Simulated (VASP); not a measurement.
Ge4IrW: relaxation of cell and atoms with PBE

The system is Ge4IrW.

```xyz
6
Lattice="4.7271 0.0000 0.0000 -2.3635 4.0938 0.0000 0.0000 0.0000 5.1465" Properties=species:S:1:pos:R:3 pbc="T T T"
Ge    0.0000    2.7292    3.8638
Ge    0.0000    2.7292    1.2828
Ge    2.3635    1.3646    3.8638
Ge    2.3635    1.3646    1.2828
Ir    0.0000    0.0000    2.5733
W     0.0000    0.0000    0.0000
```

The cell was generated, and may not be a known phase.

```
Program                : VASP 6.6.1
Task                   : relaxation of cell and atoms
Functional             : PBE
Potentials or basis    : VASP PAW PBE potentials, release 64 (Ge_d, Ir, W_sv)
Cutoff                 : 600 eV
k mesh                 : 6 × 6 × 4
Occupations            : gaussian, width 0.1 eV
Spin                   : no spin polarisation
Dipole correction      : no
Further INCAR settings : ALGO = Normal; EDIFF = 1e-06; IBRION = 2; EDIFFG = -0.04; NSW = 90; ISIF = 3
```

* Relaxed volume: 16.70 Å³/atom
* Relaxed cell: a = 4.696 Å, b = 4.696 Å, c = 5.248 Å, α = 90.00°, β = 90.00°, γ = 120.00°
* Space group after relaxing (to 0.1 Å): P6/mmm (No. 191)
* Energy gained by relaxing: 7.3 meV/atom
* Ionic steps: 7
* Pressure after relaxing: 0.2 GPa
* Largest force after relaxing: 0.015 eV/Å
* Band gap on the k mesh: zero (an odd number of electrons rules out a gap without spin polarisation)

Forces on the atoms (eV/Å):
```
Ge   0.000  0.000 -0.015
Ge   0.000  0.000  0.015
Ge   0.000  0.000 -0.015
Ge   0.000  0.000  0.015
Ir   0.000  0.000  0.000
W    0.000  0.000  0.000
```

Step by step:
```tsv
step	energy change (eV)	largest force (eV/Å)	pressure (GPa)	volume (Å³)
1	0.0000	0.0425	2.21	99.59
2	-0.0071	0.1131	-3.37	102.89
3	-0.0385	0.0744	-0.76	101.26
4	-0.0433	0.0516	0.05	100.36
5	-0.0434	0.0503	0.02	100.30
6	-0.0433	0.0477	0.08	100.18
7	-0.0437	0.0145	0.22	100.23
```

Final structure:
```cif
data_structure
_symmetry_space_group_name_H-M 'P 1'
_symmetry_Int_Tables_number 1
_cell_length_a 4.6958
_cell_length_b 4.6958
_cell_length_c 5.2485
_cell_angle_alpha 90.000
_cell_angle_beta 90.000
_cell_angle_gamma 120.000
_cell_volume 100.23
loop_
_atom_site_label
_atom_site_type_symbol
_atom_site_fract_x
_atom_site_fract_y
_atom_site_fract_z
_atom_site_occupancy
Ge1 Ge 0.33333 0.66667 0.74933 1
Ge2 Ge 0.33333 0.66667 0.25067 1
Ge3 Ge 0.66667 0.33333 0.74933 1
Ge4 Ge 0.66667 0.33333 0.25067 1
Ir1 Ir 0.00000 0.00000 0.50000 1
W1 W 0.00000 0.00000 0.00000 1
```

Levels at points of the mesh, in eV from the Fermi level:
```
           k point  band 36  band 37  band 38  band 39  band 40  band 41  band 42  band 43  band 44  band 45
(0.00, 0.00, 0.00)    -1.70    -1.36    -1.19    -1.19    -0.62    -0.62     1.01     1.01     1.29     2.10
(0.50, 0.00, 0.00)    -1.70    -1.20    -0.65    -0.15     0.16     0.41     1.24     2.09     2.19     2.51
(0.00, 0.00, 0.50)    -2.58    -2.58    -2.43    -0.25     0.53     0.75     0.75     2.23     2.23     2.27
(0.50, 0.00, 0.50)    -1.43    -1.21    -1.15    -1.01    -0.82     0.66     0.86     1.94     2.22     2.67
```

Run time: 11 min on 1 thread of Intel Xeon 8259CL, with other jobs on the host, peak memory 0.33 GiB.

Caveat: spin-orbit coupling is left out, which moves the levels of the heavy elements.
